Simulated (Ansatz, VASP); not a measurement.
**HfSiO4: VASP beside Ansatz**

```
Hf Si O
1.0
     5.84281   -0.00297   -0.00350
    -2.92398    5.06361   -0.00274
    -0.00568   -0.00841    9.52196
Hf Si O
2 2 8
Direct
  0.33547 0.67019 0.43797
  0.66411 0.32938 0.93799
  0.33139 0.66316 0.06240
  0.66882 0.33702 0.56244
  0.33474 0.66695 0.23388
  0.66743 0.33313 0.73395
  0.48209 0.96595 0.00343
  0.51444 0.48768 0.50655
  0.02587 0.50941 0.00668
  0.51965 0.03400 0.50322
  0.48241 0.50991 0.00542
  0.97356 0.49322 0.50606
```

Change from the starting cell: cell x1, atoms moved at random (sigma 0.15 Å) and cell strained at random (1.5 %), then relaxed without symmetry.

Alike in both runs: functional PBE; k mesh 3 × 3 × 2; occupations gaussian, width 0.1 eV; no spin polarisation.

Ansatz relaxed the structure, and its values are those at the end. VASP's run is a single point on that final structure, the one shown.

|  | VASP | Ansatz |
| --- | --- | --- |
| version | VASP 6.6.1 | Ansatz 0.2.0 |
| potentials or method | VASP PAW PBE potentials, release 64 (Hf_pv, Si, O), cutoff 600 eV | scalar-relativistic, plane waves, PAW |
| valence electrons in the cell | 76 | 108 |

VASP gave:

| Item | Value |
| --- | --- |
| gap on the k mesh at the Fermi level (eV) | 4.77 |
| least direct gap on the mesh (eV) | 4.77 |
| pressure (GPa) | -0.7 |
| rms of the force components (eV/Å) | 0.087 |

Question: Estimate Ansatz's values.

Answer: gap on the k mesh at the Fermi level (eV): 4.77; least direct gap on the mesh (eV): 4.77; pressure (GPa): -0.1; rms of the force components (eV/Å): 0.006.

VASP's potentials hold 76 valence electrons a cell and Ansatz's 108, so a difference there can come from the potentials and not from the codes.

Neither program's run includes spin-orbit coupling.
